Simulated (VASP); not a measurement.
Input of a VASP 6.6.1 run:

Contents of INCAR:

```
PREC = Accurate
ENCUT = 400
EDIFF = 1E-8
ISMEAR = -1
SIGMA = 0.03
LREAL = False
LASPH = True
NELM = 120
ALGO = Normal
ISIF = 2
LWAVE = False
LCHARG = False
GGA = PS
LEFG = True
NBANDS = 20
GGA_COMPAT = False
```

The input KPOINTS:

```
Automatic mesh
0
Gamma
  8 8 4
```

POSCAR

```
CdI2
1.0
    3.4952818728      0.0000000000      0.0000000000
   -1.7476409364      3.0270028952      0.0000000000
    0.0000000000      0.0000000000      6.0673408648
Cd I
1 2
Direct
    0.0000000000      0.0000000000      0.0000000000
    0.3333333333      0.6666666667      0.2976039607
    0.6666666667      0.3333333333      0.7023960393
```

Potentials or basis: VASP PAW PBE potentials, release 64 (Cd, I).

Command:

```console
$ cat potpaw_PBE.64/Cd/POTCAR potpaw_PBE.64/I/POTCAR > POTCAR
$ mpirun -np 1 vasp_std > vasp.out
```

**Question.** What does it give for the band gap on the k mesh?

**Answer.** 0.09 eV (least direct gap 2.13 eV).

**Question.** What does it give for the pressure?

**Answer.** 39.1 GPa.

Electric field gradients, principal values (V/Å²):
```tsv
atom	least	middle	greatest (by size)
1 Cd	16.389	16.395	-32.784
2 I	-130.705	-130.706	261.410
3 I	-130.705	-130.706	261.410
```

Caveat: the cell stands under pressure; without QUAD_EFG the Cq values of the log hold for a quadrupole moment of 1 mb, not for the nuclei; the PAW data sets were made with another functional, which shifts forces and pressure a little; spin-orbit coupling is left out, which moves the levels of the heavy elements. A k mesh can miss the band edges.
